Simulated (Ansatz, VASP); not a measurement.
## One calculation of Si2C3, two programs

```
Si C
1.0
     3.08109    0.00000    0.00000
    -1.54054    2.66830    0.00000
     0.00000    0.00000    9.43053
Si C
2 3
Cartesian
  1.5405 0.8894 4.7153
  0.0000 1.7789 0.0000
  0.0000 0.0000 5.4867
  0.0000 0.0000 3.9438
  1.5405 0.8894 0.0000
```

Change from the starting cell: species swapped into the Fe3Ge2 type (P-6m2, No. 187).

Alike in both runs: functional PBE; k mesh 12 × 12 × 4; occupations gaussian, width 0.1 eV; no spin polarisation.

Ansatz relaxed the structure, and its values are those at the end. VASP's run is a single point on that final structure, the one shown.

|  | VASP | Ansatz |
| --- | --- | --- |
| version | VASP 6.6.1 | Ansatz 0.2.0 |
| potentials or method | VASP PAW PBE potentials, release 64 (Si, C), cutoff 520 eV | scalar-relativistic, plane waves, PAW |
| valence electrons in the cell | 20 | 20 |

```tsv
	VASP	Ansatz	Ansatz less VASP
gap on the k mesh at the Fermi level (eV)	none	none	-
pressure (GPa)	0.0	0.0	-0.04
rms of the force components (eV/Å)	0.024	0.001	-0.0228
```

A gap of «none» marks a metal or a gap that the smearing closes.
